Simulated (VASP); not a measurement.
# Cu (P6_3/mmc) in VASP: a series of runs

Aim: see how the results for Cu move with the level of theory and the settings. Levels: PBEsol+D3(BJ), LDA. Tasks: relaxation of cell and atoms.

All numbers are computed with VASP 6.6.1; they aren't measurements. Logs are shortened: lines on timing, memory, paths and dates and some standing lists are left out, and cuts for length are marked.

### Step 1. The cell of the first run

Symmetry: P6_3/mmc, No. 194, hexagonal system. Conventional cell: a = 2.531 Å, b = 2.531 Å, c = 8.262 Å, α = 90.00°, β = 90.00°, γ = 120.00°. Cu (site symmetry -3m) has 12 Cu at 2.53 Å within 3.3 Å. Cu (site symmetry -6m2) has 12 Cu at 2.53 Å within 3.3 Å.

This isn't the form of Cu at room conditions, which is fcc.

### Step 2. Relaxation of cell and atoms, PBEsol+D3(BJ)

Contents of INCAR:

```
SYSTEM = Cu
PREC = Accurate
ENCUT = 700
EDIFF = 1E-7
ISMEAR = 1
SIGMA = 0.1
LREAL = .False.
LASPH = .True.
NELM = 120
ALGO = Normal
ISIF = 3
LWAVE = .False.
LCHARG = .False.
GGA = PS
IVDW = 12
IBRION = 2
NSW = 80
EDIFFG = -0.01
GGA_COMPAT = .False.
NELMIN = 4
```

Contents of KPOINTS:

```
regular mesh
0
Gamma
  11 11 3
  0 0 0
```

Contents of POSCAR:

```
Cu
1.0
    2.5307640300      0.0000000000      0.0000000000
   -1.2653820150      2.1917059410      0.0000000000
    0.0000000000      0.0000000000      8.2618150800
Cu
4
Direct
    0.0000000000      0.0000000000      0.0000000000
    0.0000000000      0.0000000000      0.5000000000
    0.3333333333      0.6666666667      0.2500000000
    0.6666666667      0.3333333333      0.7500000000
```

Potentials or basis: VASP PAW PBE potentials, release 64 (Cu_sv_GW).

Command:

```console
$ cat potpaw_PBE.64/Cu_sv_GW/POTCAR > POTCAR
$ mpirun -np 1 vasp_std > vasp.out
```

OUTCAR:

```text
SYSTEM = Cu
   PREC = Accurate
   ENCUT = 700
   EDIFF = 1E-7
   ISMEAR = 1
   LREAL = .False.
   LASPH = .True.
   NELM = 120
   ISIF = 3
   GGA = PS
   IVDW = 12
   IBRION = 2
   NSW = 80
   EDIFFG = -0.01
   NELMIN = 4
 IVDW          = 12

 ion  position               nearest neighbor table
   1  0.000  0.000  0.000-   3 2.53   4 2.53   4 2.53   3 2.53   4 2.53   3 2.53
   2  0.000  0.000  0.500-   3 2.53   4 2.53   4 2.53   3 2.53   4 2.53   3 2.53
   3  0.333  0.667  0.250-   1 2.53   2 2.53   1 2.53   2 2.53   1 2.53   2 2.53
   4  0.667  0.333  0.750-   1 2.53   2 2.53   1 2.53   2 2.53   1 2.53   2 2.53

  LATTYP: Found a hexagonal cell.
 ALAT       =     2.5307640300
 C/A-ratio  =     3.2645537008

  Lattice vectors:

 A1 = (   2.5307640300,   0.0000000000,   0.0000000000)
 A2 = (  -1.2653820150,   2.1917059410,   0.0000000000)
 A3 = (   0.0000000000,   0.0000000000,   8.2618150800)

Analysis of symmetry for initial positions (statically):
=====================================================================
 Subroutine PRICEL returns:
 Original cell was already a primitive cell.

 Routine SETGRP: Setting up the symmetry group for a
 hexagonal supercell.

 Subroutine GETGRP returns: Found 24 space group operations
 (whereof 12 operations were pure point group operations)
 out of a pool of 24 trial point group operations.

The static configuration has the point symmetry D_3d.
 The point group associated with its full space group is D_6h.

Analysis of symmetry for dynamics (positions and initial velocities):
=====================================================================
 Subroutine PRICEL returns:
 Original cell was already a primitive cell.

 Routine SETGRP: Setting up the symmetry group for a
 hexagonal supercell.

 Subroutine GETGRP returns: Found 24 space group operations
 (whereof 12 operations were pure point group operations)
 out of a pool of 24 trial point group operations.

The dynamic configuration has the point symmetry D_3d.
 The point group associated with its full space group is D_6h.

 Subroutine INISYM returns: Found 24 space group operations
 (whereof 12 operations are pure point group operations),
 and found     1 'primitive' translations

----------------------------------------------------------------------------------------

                                     Primitive cell

  volume of cell :      45.8257

  direct lattice vectors                    reciprocal lattice vectors
     2.530764030  0.000000000  0.000000000     0.395137590  0.228132794  0.000000000
    -1.265382015  2.191705941  0.000000000     0.000000000  0.456265588  0.000000000
     0.000000000  0.000000000  8.261815080     0.000000000  0.000000000  0.121038778

  length of vectors
     2.530764030  2.530764030  8.261815080     0.456265588  0.456265588  0.121038778

[... 83 lines left out ...]
   NELM   =    120;   NELMIN=  4; NELMDL= -5     # of ELM steps
   EDIFF  = 0.1E-06   stopping-criterion for ELM
   LREAL  =      F    real-space projection
   EDIFFG = -.1E-01   stopping-criterion for IOM
   NSW    =     80    number of steps for IOM
   IBRION =      2    ionic relax: 0-MD 1-quasi-New 2-CG
   NFREE  =      1    steps in history (QN), initial steepest desc. (CG)
   ISIF   =      3    stress and relaxation
   ISYM   =      2    0-nonsym 1-usesym 2-fastsym
   POTIM  = 0.5000    time-step for ionic-motion
   TEBEG  =    0.0;   TEEND  =   0.0 temperature during run
   PSTRESS=    0.0 pullay stress
   NELECT =      76.0000    total number of electrons
   NUPDOWN=      -1.0000    fix difference up-down
   EMIN   =  10.00;   EMAX   =-10.00  energy-range for DOS
   EFERMI =   0.00;   METHOD = LEGACY
   ISMEAR =     1;   SIGMA  =   0.10  broadening in eV -4-tet -1-fermi 0-gaus
   EFERMI_NEDOS =   21; number of points for ismear=-14 and -15
   IALGO  =     38    algorithm
   IMIX   =      4    mixing-type and parameters
     AMIX     =   0.40;   BMIX     =  1.00
     AMIX_MAG =   1.60;   BMIX_MAG =  1.00
  volume/ion in A,a.u.               =      11.46        77.31
  Fermi-wavevector in a.u.,A,eV,Ry     =   1.937803  3.661916 51.090956  3.755079
  Thomas-Fermi vector in A             =   2.968306
   LORBIT       =      0    0 simple, 1 ext, 2 COOP (PROOUT), +10 PAW based schemes
   GGA     = PS    functional components
   LHFCALC =     F    Hartree Fock is set to
   AEXX    =    0.0000 exact exchange contribution
   IVDW    =    12    specifies the selected vdW correction
   LEPSILON=     F    determine dielectric tensor
   LRPA    =     F    only Hartree local field effects (RPA)
 conjugate gradient relaxation of ions
 non-spin polarized calculation
 Methfessel and Paxton  Order N= 1 SIGMA  =   0.10
  energy-cutoff  :      700.00
  volume of cell :       45.83
 maximum number of plane-waves:      1974
 NGX is ok and might be reduce to    24
   NGX = 11   NGY = 11   NGZ = 35

--------------------------------------- Ionic step        1  -------------------------------------------

 number of electron      76.0000019 magnetization

 Free energy of the ion-electron system (eV)
  ---------------------------------------------------
  ext. energy  EPLUGINS =         0.00000000
  ---------------------------------------------------
  free energy    TOTEN  =       -17.52758145 eV

  energy without entropy =      -17.52818177  energy(sigma->0) =      -17.52778156

------------------------ aborting loop because EDIFF is reached ----------------------------------------

 Edisp (eV)   -2.16187

 E8    (eV) :    -1.4106
[... 33 lines left out ...]
--------------------------------------- Ionic step        2  -------------------------------------------

 number of electron      76.0000042 magnetization

 E-fermi :  10.0437     XC(G=0): -14.8014

 val. band max:        9.9522565132   @ k =   0.3636   0.0909   0.0000
 cond. band min:      10.0568872050   @ k =   0.2727   0.1818   0.0000
 fundamental gap:      0.1046306918
 Fermi energy:        10.0437266187

 k-point     1 :       0.0000    0.0000    0.0000
  band No.  band energies     occupation
      1    -102.8481      2.00000
      2    -102.8343      2.00000
      3    -102.8254      2.00000
      4    -102.8122      2.00000
      5     -60.4652      2.00000
      6     -60.3595      2.00000
[... 1268 lines left out ...]
--------------------------------------- Ionic step        5  -------------------------------------------

 number of electron      75.9999967 magnetization

 Free energy of the ion-electron system (eV)
  ---------------------------------------------------
  ext. energy  EPLUGINS =         0.00000000
  ---------------------------------------------------
  free energy    TOTEN  =       -17.52082409 eV

  energy without entropy =      -17.52151340  energy(sigma->0) =      -17.52105386

 E-fermi :   8.9273     XC(G=0): -14.2789

 val. band max:        8.8492414819   @ k =   0.3636   0.0909   0.0000
 cond. band min:       8.9280945997   @ k =   0.2727   0.1818   0.0000
 fundamental gap:      0.0788531177
 Fermi energy:         8.9273243031

 k-point     1 :       0.0000    0.0000    0.0000
  band No.  band energies     occupation
      1    -103.7164      2.00000
      2    -103.7068      2.00000
      3    -103.6988      2.00000
      4    -103.6899      2.00000
      5     -61.3119      2.00000
      6     -61.2333      2.00000
[... 1178 lines left out ...]
  FREE ENERGIE OF THE ION-ELECTRON SYSTEM (eV)
  ---------------------------------------------------
  free  energy   TOTEN  =       -19.8635717170 eV

  energy  without entropy=      -19.8642610276  energy(sigma->0) =      -19.86380149

 reached required accuracy - stopping structural energy minimisation
```

Wall time 6.5 min (1 thread of Intel Xeon 6975P-C (Granite Rapids), shared host); peak memory 0.25 GiB.

What came out:

| Property | Result |
| --- | --- |
| Free energy | -19.8636 eV |
| Relaxed volume | 10.58 Å³/atom |
| Relaxed cell | a = 2.460 Å, b = 2.460 Å, c = 8.075 Å, α = 90.00°, β = 90.00°, γ = 120.00° |
| Space group after relaxing (to 0.1 Å) | P6_3/mmc (No. 194) |
| Energy gained by relaxing | 43.5 meV/atom |
| Ionic steps | 5 |
| Pressure after relaxing | 0.1 GPa |
| Band gap on the k mesh | zero (bands 38 and 39 overlap by 4.70 eV) |
| Dispersion energy per atom | -0.586 eV |

Step by step:
| step | energy change (eV) | largest force (eV/Å) | pressure (GPa) | volume (Å³) |
| --- | --- | --- | --- | --- |
| 1 | 0.0000 | 0.0000 | -14.68 | 45.83 |
| 2 | 0.0145 | 0.0000 | 20.81 | 39.21 |
| 3 | -0.1739 | 0.0000 | -0.26 | 42.38 |
| 4 | -0.1739 | 0.0000 | 0.06 | 42.31 |
| 5 | -0.1741 | 0.0000 | 0.07 | 42.31 |

Final structure:
```
Cu
1.0
     2.45977    0.00000    0.00000
    -1.22988    2.13022    0.00000
     0.00000    0.00000    8.07527
Cu
4
Direct
  0.00000 0.00000 0.00000
  0.00000 0.00000 0.50000
  0.33333 0.66667 0.25000
  0.66667 0.33333 0.75000
```

Caveat: the PAW data sets were made with another functional, which shifts forces and pressure a little.

### Step 3. Relaxation of cell and atoms, LDA

Contents of INCAR:

```
PREC = Accurate
ENCUT = 700
EDIFF = 1E-7
ISMEAR = 1
SIGMA = 0.1
LREAL = False
LASPH = True
NELM = 120
ALGO = Normal
ISIF = 3
LWAVE = False
LCHARG = False
IBRION = 2
NSW = 80
EDIFFG = -0.01
GGA_COMPAT = False
NELMIN = 4
```

Contents of KPOINTS:

```
Automatic mesh
0
Gamma
  11 11 3
```

POSCAR is that of step 2.

Potentials or basis: VASP PAW LDA potentials, release 64 (Cu_sv_GW).

Command:

```console
$ cat potpaw_LDA.64/Cu_sv_GW/POTCAR > POTCAR
$ mpirun -np 1 vasp_std > vasp.out
```

Run time: 4.9 min. Hardware: 1 thread of Intel Xeon 6975P-C (Granite Rapids), shared host; peak memory 0.23 GiB.

Results (log left out):

```yaml
Free_energy: -19.4903 eV
Relaxed_volume: 10.66 Å³/atom
Relaxed_cell: a = 2.466 Å, b = 2.466 Å, c = 8.101 Å, α = 90.00°, β = 90.00°, γ = 120.00°
Space_group_after_relaxing_to_0.1_Å: P6_3/mmc (No. 194)
Energy_gained_by_relaxing: 35.3 meV/atom
Ionic_steps: 6
Pressure_after_relaxing: 0.1 GPa
Band_gap_on_the_k_mesh: zero (bands 38 and 39 overlap by 4.73 eV)
```

The path:
| step | energy change (eV) | largest force (eV/Å) | pressure (GPa) | volume (Å³) |
| --- | --- | --- | --- | --- |
| 1 | 0.0000 | 0.0000 | -13.30 | 45.83 |
| 2 | 0.0124 | 0.0000 | 18.27 | 39.80 |
| 3 | -0.1407 | 0.0000 | -0.21 | 42.71 |
| 4 | -0.1408 | 0.0000 | 0.08 | 42.65 |
| 5 | -0.1410 | 0.0000 | 0.09 | 42.65 |
| 6 | -0.1410 | 0.0000 | 0.11 | 42.66 |

Final structure:
```
Cu
1.0
     2.46582    0.00000    0.00000
    -1.23291    2.13546    0.00000
     0.00000    0.00000    8.10071
Cu
4
Direct
  0.00000 0.00000 0.00000
  0.00000 0.00000 0.50000
  0.33333 0.66667 0.25000
  0.66667 0.33333 0.75000
```

Levels at points of the mesh, in eV from the Fermi level:
| k point | band 34 | band 35 | band 36 | band 37 | band 38 | band 39 | band 40 | band 41 | band 42 | band 43 |
| --- | --- | --- | --- | --- | --- | --- | --- | --- | --- | --- |
| (0.00, 0.00, 0.00) | -2.39 | -2.39 | -2.21 | -2.21 | -1.87 | -1.87 | -1.48 | 4.08 | 13.05 | 13.05 |
